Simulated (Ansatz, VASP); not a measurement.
## One calculation of ZnO4, two programs

```xyz
5
Lattice="4.2005 0.0000 0.0000 -2.1003 3.6378 0.0000 0.0000 0.0000 4.2656" Properties=species:S:1:pos:R:3 pbc="T T T"
Zn    0.0000    2.4252    0.0000
O     2.1003    1.2126    2.1328
O     3.1625    0.5993    0.0000
O     2.1003    2.4391    0.0000
O     1.0380    0.5993    0.0000
```

Alike in both runs: functional PBE; k mesh 12 × 12 × 10; occupations gaussian, width 0.1 eV; collinear spin.

Ansatz relaxed the structure, and its values are those at the end. VASP's run is a single point on that final structure, the one shown.

|  | VASP | Ansatz |
| --- | --- | --- |
| version | VASP 6.6.1 | Ansatz 0.2.0 |
| potentials or method | VASP PAW PBE potentials, release 64 (Zn, O), cutoff 520 eV | scalar-relativistic, plane waves, PAW |
| valence electrons in the cell | 36 | 36 |

|  | VASP | Ansatz | Ansatz less VASP |
| --- | --- | --- | --- |
| gap on the k mesh at the Fermi level (eV) | none | none | - |
| pressure (GPa) | 0.2 | 0.0 | -0.16 |
| net moment per atom (μB) | 0.67 | 0.67 | 0.000 |
| size of the moment on the site where the two differ most (μB) | 1.49 | 1.73 | +0.233 |

Site moments also hang on the region over which each program counts them. A gap of «none» marks a metal or a gap that the smearing closes. With one functional, cell and mesh, what is left measures potentials, basis and numerics.
